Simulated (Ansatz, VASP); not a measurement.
**H in VASP and in Ansatz**

```
H
1.0
     5.17025    0.00000    0.00000
    -2.58512    4.47757    0.00000
     0.00000    0.00000    3.84952
H
2
Direct
  0.33333 0.66667 0.25000
  0.66667 0.33333 0.75000
```

Alike in both runs: task single point; functional PBE; k mesh 3 × 3 × 4; occupations gaussian, width 0.1 eV; collinear spin.

|  | VASP | Ansatz |
| --- | --- | --- |
| version | VASP 6.6.1 | Ansatz 0.2.0 |
| potentials or method | VASP PAW PBE potentials, release 64 (H), cutoff 500 eV | scalar-relativistic, plane waves, PAW |
| valence electrons in the cell | 2 | 2 |

|  | VASP | Ansatz | Ansatz less VASP |
| --- | --- | --- | --- |
| gap on the k mesh at the Fermi level (eV) | 6.61 | 6.61 | +0.002 |
| least direct gap on the mesh (eV) | 7.32 | 7.32 | +0.001 |
| pressure (GPa) | 0.1 | 0.1 | +0.05 |
| net moment per atom (μB) | 1.00 | 1.00 | 0.000 |
| size of the moment on the site where the two differ most (μB) | 0.38 | 0.94 | +0.554 |

Site moments also hang on the region over which each program counts them. Ansatz's warnings: nearly empty spin channel levels not settled, published levels not confirmed, stability check not made.

The k mesh is coarse, so the values compare programs but aren't converged.
